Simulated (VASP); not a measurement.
Here is a VASP 6.6.1 calculation.

The input INCAR:

```
SYSTEM = Ba
ALGO = Normal ; EDIFF = 1E-7
EDIFFG = -0.01 ; ENCUT = 600
GGA = PS ; IBRION = 2
ISIF = 3 ; ISMEAR = -1
LASPH = .TRUE. ; LCHARG = .FALSE.
LREAL = .FALSE. ; LWAVE = .FALSE.
NELM = 100 ; NSW = 60
PREC = Accurate ; SIGMA = 0.05
```

File KPOINTS:

```
k-points
0
G
  7 7 7
  0 0 0
```

Contents of POSCAR:

```
Ba
1.0
    4.3116136979      0.0000000000      0.0000000000
   -2.1558068490      3.7339669937      0.0000000000
    0.0000000000      0.0000000000      3.9134133000
Ba
1
Direct
    0.0000000000      0.0000000000      0.0000000000
```

Potentials or basis: VASP PAW PBE potentials, release 64 (Ba_sv).

The run is started by

```sh
$ cat potpaw_PBE.64/Ba_sv/POTCAR > POTCAR
$ mpirun -np 1 vasp_std > vasp.out
```

(1) Estimate the relaxed volume.

(2) What does it give for the band gap on the k mesh?

Answers

(1) 56.35 Å³/atom.

(2) zero (band 5 reaches 2.23 eV, above the bottom of band 6 at 1.79 eV).

Caveat: the PAW data sets were made with another functional, which shifts forces and pressure a little; spin-orbit coupling is left out, which moves the levels of the heavy elements.
